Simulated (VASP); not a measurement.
# TaN (Fm-3m) in VASP: further runs, part 2 of 2

VASP 6.6.1. Earlier steps stand in the parts before.

### Step 4. Single point, PBE

Input file INCAR:

```
PREC = Accurate
ENCUT = 520
EDIFF = 1E-7
ISMEAR = 1
SIGMA = 0.1
LREAL = F
LASPH = T
NELM = 60
ALGO = Normal
ISIF = 2
LWAVE = F
LCHARG = F
GGA = PE
NBANDS = 15
```

Input file KPOINTS:

```
regular mesh
0
Gamma
  5 5 5
```

Input file POSCAR:

```
TaN
1.0
    3.0815710000      0.0000000000      0.0000000000
    1.5407855000      2.6687187696      0.0000000000
    1.5407855000      0.8895729232      2.5160921854
Ta N
1 1
Direct
    0.5000000000      0.5000000000      0.5000000000
    0.0000000000      0.0000000000      0.0000000000
```

Potentials or basis: VASP PAW PBE potentials, release 64 (Ta_pv, N).

Started as:

```bash
$ cat potpaw_PBE.64/Ta_pv/POTCAR potpaw_PBE.64/N/POTCAR > POTCAR
$ mpirun -np 1 vasp_std > vasp.out
```

OUTCAR:

```text
PREC = Accurate
   ENCUT = 520
   EDIFF = 1E-7
   ISMEAR = 1
   LREAL = F
   LASPH = T
   NELM = 60
   ISIF = 2
   GGA = PE

 ion  position               nearest neighbor table
   1  0.500  0.500  0.500-   2 2.18   2 2.18   2 2.18   2 2.18   2 2.18   2 2.18
   2  0.000  0.000  0.000-   1 2.18   1 2.18   1 2.18   1 2.18   1 2.18   1 2.18

  LATTYP: Found a face centered cubic cell.
 ALAT       =     4.3579995017

  Lattice vectors:

 A1 = (   3.0815710000,   0.0000000000,   0.0000000000)
 A2 = (   1.5407855000,   2.6687187696,   0.0000000000)
 A3 = (   1.5407855000,   0.8895729232,   2.5160921854)

Analysis of symmetry for initial positions (statically):
=====================================================================
 Subroutine PRICEL returns:
 Original cell was already a primitive cell.

 Routine SETGRP: Setting up the symmetry group for a
 face centered cubic supercell.

 Subroutine GETGRP returns: Found 48 space group operations
 (whereof 48 operations were pure point group operations)
 out of a pool of 48 trial point group operations.

The static configuration has the point symmetry O_h .

Analysis of symmetry for dynamics (positions and initial velocities):
=====================================================================
 Subroutine PRICEL returns:
 Original cell was already a primitive cell.

 Routine SETGRP: Setting up the symmetry group for a
 face centered cubic supercell.

 Subroutine GETGRP returns: Found 48 space group operations
 (whereof 48 operations were pure point group operations)
 out of a pool of 48 trial point group operations.

The dynamic configuration has the point symmetry O_h .

 Subroutine INISYM returns: Found 48 space group operations
 (whereof 48 operations are pure point group operations),
 and found     1 'primitive' translations

----------------------------------------------------------------------------------------

                                     Primitive cell

  volume of cell :      20.6920

  direct lattice vectors                    reciprocal lattice vectors
     3.081571000  0.000000000  0.000000000     0.324509804 -0.187355822 -0.132480573
     1.540785500  2.668718770  0.000000000     0.000000000  0.374711645 -0.132480573
     1.540785500  0.889572923  2.516092185     0.000000000  0.000000000  0.397441718

  length of vectors
     3.081571000  3.081571000  3.081571000     0.397441718  0.397441718  0.397441718

  position of ions in fractional coordinates (direct lattice)
     0.500000000  0.500000000  0.500000000
     0.000000000  0.000000000  0.000000000

  ion indices of the primitive-cell ions
   primitive index   ion index
                 1           1
                 2           2

----------------------------------------------------------------------------------------

 KPOINTS: regular mesh

Automatic generation of k-mesh.
 Grid dimensions read from file:
 generate k-points for:    5    5    5

 Generating k-lattice:

[... 23 lines left out ...]
 -0.400000  0.200000  0.000000     24.000000
 -0.200000  0.200000 -0.000000     12.000000
  0.400000  0.400000 -0.000000      6.000000
 -0.400000  0.400000 -0.000000     12.000000
 -0.400000  0.400000  0.200000     24.000000
   k-points           NKPTS =     10   k-points in BZ     NKDIM =     10   number of bands    NBANDS=     15
   number of dos      NEDOS =    301   number of ions     NIONS =      2
   total plane-waves  NPLWV =  13824
   dimension x,y,z NGX =    24 NGY =   24 NGZ =   24
   dimension x,y,z NGXF=    48 NGYF=   48 NGZF=   48
   ions per type =               1   1
   NGX,Y,Z   is equivalent  to a cutoff of  12.95, 12.95, 12.95 a.u.
   NGXF,Y,Z  is equivalent  to a cutoff of  25.90, 25.90, 25.90 a.u.
 SYSTEM =  unknown system
   PREC   = accura    normal or accurate (medium, high low for compatibility)
   ISTART =      0    job   : 0-new  1-cont  2-samecut
   ICHARG =      2    charge: 1-file 2-atom 10-const
   ISPIN  =      1    spin polarized calculation?
   LNONCOLLINEAR =      F non collinear calculations
   LSORBIT =      F    spin-orbit coupling
   LASPH  =      T    aspherical Exc in radial PAW
   ENCUT  =  520.0 eV  38.22 Ry    6.18 a.u.   5.73  5.73  5.73*2*pi/ulx,y,z
   NELM   =     60;   NELMIN=  2; NELMDL= -5     # of ELM steps
   EDIFF  = 0.1E-06   stopping-criterion for ELM
   LREAL  =      F    real-space projection
   EDIFFG = 0.1E-05   stopping-criterion for IOM
   NSW    =      0    number of steps for IOM
   IBRION =     -1    ionic relax: 0-MD 1-quasi-New 2-CG
   NFREE  =      0    steps in history (QN), initial steepest desc. (CG)
   ISIF   =      2    stress and relaxation
   ISYM   =      2    0-nonsym 1-usesym 2-fastsym
   POTIM  = 0.5000    time-step for ionic-motion
   TEBEG  =    0.0;   TEEND  =   0.0 temperature during run
   PSTRESS=    0.0 pullay stress
   NELECT =      16.0000    total number of electrons
   NUPDOWN=      -1.0000    fix difference up-down
   EMIN   =  10.00;   EMAX   =-10.00  energy-range for DOS
   EFERMI =   0.00;   METHOD = LEGACY
   ISMEAR =     1;   SIGMA  =   0.10  broadening in eV -4-tet -1-fermi 0-gaus
   EFERMI_NEDOS =   21; number of points for ismear=-14 and -15
   IALGO  =     38    algorithm
   IMIX   =      4    mixing-type and parameters
     AMIX     =   0.40;   BMIX     =  1.00
     AMIX_MAG =   1.60;   BMIX_MAG =  1.00
  volume/ion in A,a.u.               =      10.35        69.82
  Fermi-wavevector in a.u.,A,eV,Ry     =   1.502615  2.839530 30.719929  2.257851
  Thomas-Fermi vector in A             =   2.613832
   LORBIT       =      0    0 simple, 1 ext, 2 COOP (PROOUT), +10 PAW based schemes
   GGA     = PE    functional components
   LHFCALC =     F    Hartree Fock is set to
   AEXX    =    0.0000 exact exchange contribution
   IVDW    =     0    specifies the selected vdW correction
   LEPSILON=     F    determine dielectric tensor
   LRPA    =     F    only Hartree local field effects (RPA)
 non-spin polarized calculation
 Methfessel and Paxton  Order N= 1 SIGMA  =   0.10
  energy-cutoff  :      520.00
  volume of cell :       20.69
 maximum number of plane-waves:       565
   NGX = 11   NGY = 11   NGZ = 11

 number of electron      16.0000000 magnetization

 Free energy of the ion-electron system (eV)
  ---------------------------------------------------
  ext. energy  EPLUGINS =         0.00000000
  ---------------------------------------------------
  free energy    TOTEN  =       -21.81780313 eV

  energy without entropy =      -21.81896071  energy(sigma->0) =      -21.81818899

 E-fermi :  10.1577     XC(G=0): -13.5853

 val. band max:        9.9394103973   @ k =   0.0000   0.0000   0.0000
 cond. band min:      10.2420314580   @ k =  -0.4000   0.2000   0.0000
 fundamental gap:      0.3026210607
 Fermi energy:        10.1576816428

 k-point     1 :       0.0000    0.0000    0.0000
  band No.  band energies     occupation
      1     -25.8494      2.00000
      2     -25.8494      2.00000
      3     -25.8494      2.00000
      4      -9.2217      2.00000
      5       5.9661      2.00000
      6       5.9661      2.00000
      7       5.9661      2.00000
      8       7.6802      2.00000
      9       7.6802      2.00000
     10       7.6802      2.00000
     11       9.9394      2.00848
     12       9.9394      2.00848
     13      11.6228     -0.00000
     14      19.2774      0.00000
[... 149 lines left out ...]
      2     -26.2990      2.00000
      3     -26.1070      2.00000
      4      -7.1503      2.00000
      5       1.6660      2.00000
      6       2.9755      2.00000
      7       3.0651      2.00000
      8       8.6125      2.00000
      9      11.0719     -0.00000
     10      13.1698      0.00000
     11      13.6492      0.00000
     12      15.9179      0.00000
     13      19.3594      0.00000
     14      20.6492      0.00000
     15      22.3224      0.00000

------------------------ aborting loop because EDIFF is reached ----------------------------------------

  FORCE on cell =-STRESS in cart. coord.  units (eV):
  Direction    XX          YY          ZZ          XY          YZ          ZX
  --------------------------------------------------------------------------------------
  -------------------------------------------------------------------------------------
  Total        1.9233793      1.9233793      1.9233793     -0.0000000      0.0000000     -0.0000000
  in kB      148.9271841    148.9271841    148.9271841     -0.0000000      0.0000000     -0.0000000
  external PRESSURE =     148.9271841 kB  Pullay stress =       0.0000000 kB

 VOLUME and BASIS-vectors are now :
 -----------------------------------------------------------------------------
  energy-cutoff  :      520.00
  volume of cell :       20.69
      direct lattice vectors                 reciprocal lattice vectors
     3.081571000  0.000000000  0.000000000     0.324509804 -0.187355822 -0.132480573
     1.540785500  2.668718770  0.000000000     0.000000000  0.374711645 -0.132480573
     1.540785500  0.889572923  2.516092185     0.000000000  0.000000000  0.397441718

 POSITION                                       TOTAL-FORCE (eV/Angst)
 -----------------------------------------------------------------------------------
      3.08157      1.77915      1.25805         0.000000     -0.000000      0.000000
      0.00000      0.00000      0.00000        -0.000000      0.000000      0.000000
 -----------------------------------------------------------------------------------
    total drift:                               -0.000000      0.000000     -0.000000

  FREE ENERGIE OF THE ION-ELECTRON SYSTEM (eV)
  ---------------------------------------------------
  free  energy   TOTEN  =       -21.8178031326 eV

  energy  without entropy=      -21.8189607133  energy(sigma->0) =      -21.81818899
```

OSZICAR:

```text
N       E                     dE             d eps       ncg     rms          rms(c)
DAV:   1     0.965442868091E+02    0.96544E+02   -0.88140E+03   300   0.114E+03
DAV:   2    -0.216752141942E+02   -0.11822E+03   -0.11119E+03   377   0.312E+02
DAV:   3    -0.247406038214E+02   -0.30654E+01   -0.30561E+01   321   0.471E+01
DAV:   4    -0.247520242733E+02   -0.11420E-01   -0.11406E-01   420   0.304E+00
DAV:   5    -0.247520690520E+02   -0.44779E-04   -0.44777E-04   321   0.176E-01    0.255E+01
DAV:   6    -0.219026358848E+02    0.28494E+01   -0.54902E+00   328   0.257E+01    0.108E+01
DAV:   7    -0.218494466255E+02    0.53189E-01   -0.37776E-01   356   0.545E+00    0.723E+00
DAV:   8    -0.218236983114E+02    0.25748E-01   -0.11846E-01   328   0.295E+00    0.168E+00
DAV:   9    -0.218178794576E+02    0.58189E-02   -0.16024E-02   328   0.105E+00    0.328E-01
DAV:  10    -0.218178180679E+02    0.61390E-04   -0.95732E-04   328   0.327E-01    0.467E-02
DAV:  11    -0.218178034035E+02    0.14664E-04   -0.31161E-05   328   0.652E-02    0.186E-02
DAV:  12    -0.218178034860E+02   -0.82528E-07   -0.47335E-06   335   0.185E-02    0.592E-03
DAV:  13    -0.218178031267E+02    0.35927E-06   -0.13110E-07   251   0.358E-03    0.183E-03
DAV:  14    -0.218178031326E+02   -0.58976E-08   -0.11814E-08   157   0.123E-03
   1 F= -.21817803E+02 E0= -.21818189E+02  d E =0.115758E-02
```

Run time: 7.5 s. Hardware: 1 thread of Intel Xeon 8259CL, shared host; peak memory 0.14 GiB.

Results:

| Quantity | Value |
| --- | --- |
| Free energy | -21.8178 eV |
| Pressure | 14.9 GPa |
| Band gap on the k mesh | zero (band 8 reaches 10.84 eV, above the bottom of band 9 at 7.68 eV) |

Caveat: the k points lie up to 0.50 Å⁻¹ apart; spin-orbit coupling is left out, which moves the levels of the heavy elements.

### Step 5. Single point, PBE

Input file INCAR:

```
SYSTEM = TaN
PREC = Accurate
ENCUT = 520
EDIFF = 1E-6
ISMEAR = 1
SIGMA = 0.1
LREAL = .False.
LASPH = .True.
NELM = 60
ALGO = Normal
ISIF = 2
LWAVE = .False.
LCHARG = .False.
GGA = PE
NBANDS = 15
```

Input file KPOINTS:

```
Automatic mesh
0
Gamma
  7 7 7
  0 0 0
```

POSCAR is that of step 4.

Potentials or basis: VASP PAW PBE potentials, release 64 (Ta_pv, N).

Started as:

```bash
$ cat potpaw_PBE.64/Ta_pv/POTCAR potpaw_PBE.64/N/POTCAR > POTCAR
$ mpirun -np 1 vasp_std > vasp.out
```

OUTCAR:

```text
SYSTEM = TaN
   PREC = Accurate
   ENCUT = 520
   EDIFF = 1E-6
   ISMEAR = 1
   LREAL = .False.
   LASPH = .True.
   NELM = 60
   ISIF = 2
   GGA = PE

 ion  position               nearest neighbor table
   1  0.500  0.500  0.500-   2 2.18   2 2.18   2 2.18   2 2.18   2 2.18   2 2.18
   2  0.000  0.000  0.000-   1 2.18   1 2.18   1 2.18   1 2.18   1 2.18   1 2.18

  LATTYP: Found a face centered cubic cell.
 ALAT       =     4.3579995017

  Lattice vectors:

 A1 = (   3.0815710000,   0.0000000000,   0.0000000000)
 A2 = (   1.5407855000,   2.6687187696,   0.0000000000)
 A3 = (   1.5407855000,   0.8895729232,   2.5160921854)

Analysis of symmetry for initial positions (statically):
=====================================================================
 Subroutine PRICEL returns:
 Original cell was already a primitive cell.

 Routine SETGRP: Setting up the symmetry group for a
 face centered cubic supercell.

 Subroutine GETGRP returns: Found 48 space group operations
 (whereof 48 operations were pure point group operations)
 out of a pool of 48 trial point group operations.

The static configuration has the point symmetry O_h .

Analysis of symmetry for dynamics (positions and initial velocities):
[... 172 lines left out ...]
     10       7.6580      2.00000
     11       9.9073      0.24364
     12       9.9073      0.24364
     13      11.6315     -0.00000
     14      19.2687      0.00000
[... 329 lines left out ...]
      2     -26.4749      2.00000
      3     -26.1908      2.00000
      4      -7.1505      2.00000
      5       1.8736      2.00000
      6       2.9593      2.00000
      7       3.1061      2.00000
      8       8.9234      2.00000
      9      10.5440     -0.00000
     10      13.2583      0.00000
     11      14.3262      0.00000
     12      15.0327      0.00000
     13      19.9247      0.00000
     14      21.4337      0.00000
     15      22.2211      0.00000

------------------------ aborting loop because EDIFF is reached ----------------------------------------

  FORCE on cell =-STRESS in cart. coord.  units (eV):
  Direction    XX          YY          ZZ          XY          YZ          ZX
  --------------------------------------------------------------------------------------
  -------------------------------------------------------------------------------------
  Total        1.9848426      1.9848426      1.9848426      0.0000000      0.0000000     -0.0000000
  in kB      153.6862840    153.6862841    153.6862840      0.0000000      0.0000000     -0.0000000
  external PRESSURE =     153.6862840 kB  Pullay stress =       0.0000000 kB

 VOLUME and BASIS-vectors are now :
 -----------------------------------------------------------------------------
  energy-cutoff  :      520.00
  volume of cell :       20.69
      direct lattice vectors                 reciprocal lattice vectors
     3.081571000  0.000000000  0.000000000     0.324509804 -0.187355822 -0.132480573
     1.540785500  2.668718770  0.000000000     0.000000000  0.374711645 -0.132480573
     1.540785500  0.889572923  2.516092185     0.000000000  0.000000000  0.397441718

 POSITION                                       TOTAL-FORCE (eV/Angst)
 -----------------------------------------------------------------------------------
      3.08157      1.77915      1.25805        -0.000000     -0.000000      0.000000
      0.00000      0.00000      0.00000         0.000000      0.000000      0.000000
 -----------------------------------------------------------------------------------
    total drift:                               -0.000000      0.000000     -0.000000

  FREE ENERGIE OF THE ION-ELECTRON SYSTEM (eV)
  ---------------------------------------------------
  free  energy   TOTEN  =       -21.8051714827 eV

  energy  without entropy=      -21.8034096868  energy(sigma->0) =      -21.80458422
```

OSZICAR:

```text
N       E                     dE             d eps       ncg     rms          rms(c)
DAV:   1     0.905643909725E+02    0.90564E+02   -0.91658E+03   600   0.114E+03
DAV:   2    -0.220726496911E+02   -0.11264E+03   -0.10704E+03   761   0.307E+02
DAV:   3    -0.248739855728E+02   -0.28013E+01   -0.27909E+01   670   0.448E+01
DAV:   4    -0.248842427507E+02   -0.10257E-01   -0.10256E-01   790   0.288E+00
DAV:   5    -0.248842989926E+02   -0.56242E-04   -0.56241E-04   663   0.194E-01    0.256E+01
DAV:   6    -0.218952344183E+02    0.29891E+01   -0.54872E+00   692   0.264E+01    0.106E+01
DAV:   7    -0.218400476714E+02    0.55187E-01   -0.39877E-01   719   0.569E+00    0.726E+00
DAV:   8    -0.218094211377E+02    0.30627E-01   -0.12346E-01   670   0.321E+00    0.179E+00
DAV:   9    -0.218052954784E+02    0.41257E-02   -0.11501E-02   649   0.896E-01    0.207E-01
DAV:  10    -0.218051962029E+02    0.99276E-04   -0.92135E-04   712   0.312E-01    0.477E-02
DAV:  11    -0.218051711981E+02    0.25005E-04   -0.45556E-05   642   0.814E-02    0.165E-02
DAV:  12    -0.218051714827E+02   -0.28464E-06   -0.23644E-06   684   0.159E-02
   1 F= -.21805171E+02 E0= -.21804584E+02  d E =-.176180E-02
```

It took 9.8 s on 1 thread of Intel Xeon 8259CL, shared host; peak memory 0.14 GiB.

What came out:

```yaml
Free_energy: -21.8052 eV
Pressure: 15.4 GPa
Band_gap_on_the_k_mesh: zero (band 8 reaches 11.25 eV, above the bottom of band 9 at 7.66 eV)
```

Levels at points of the mesh, in eV from the Fermi level:
```
           k point  band 4  band 5  band 6  band 7  band 8  band 9  band 10  band 11  band 12  band 13
(0.00, 0.00, 0.00)  -19.06   -3.86   -3.86   -3.86   -2.20   -2.20    -2.20     0.05     0.05     1.78
```

Caveat: spin-orbit coupling is left out, which moves the levels of the heavy elements.

### Step 6. Summary

| k mesh | gap on the mesh (eV) | pressure (GPa) |
| --- | --- | --- |
| 3 × 3 × 3 | none | 22.1 |
| 4 × 4 × 4 | none | 16.7 |
| 5 × 5 × 5 | none | 14.9 |
| 7 × 7 × 7 | none | 15.4 |

Alike in all rows: task single point; level PBE; potentials or basis VASP PAW PBE potentials, release 64 (Ta_pv, N); no spin polarisation; cell as given; cutoff (eV) 520; smearing methfessel-paxton 0.1 eV.

Caveats: some runs use coarse meshes; spin-orbit coupling is left out, which moves the levels of the heavy elements.

Total energies depend on the potentials used, so only differences within one code and one set of settings carry meaning.
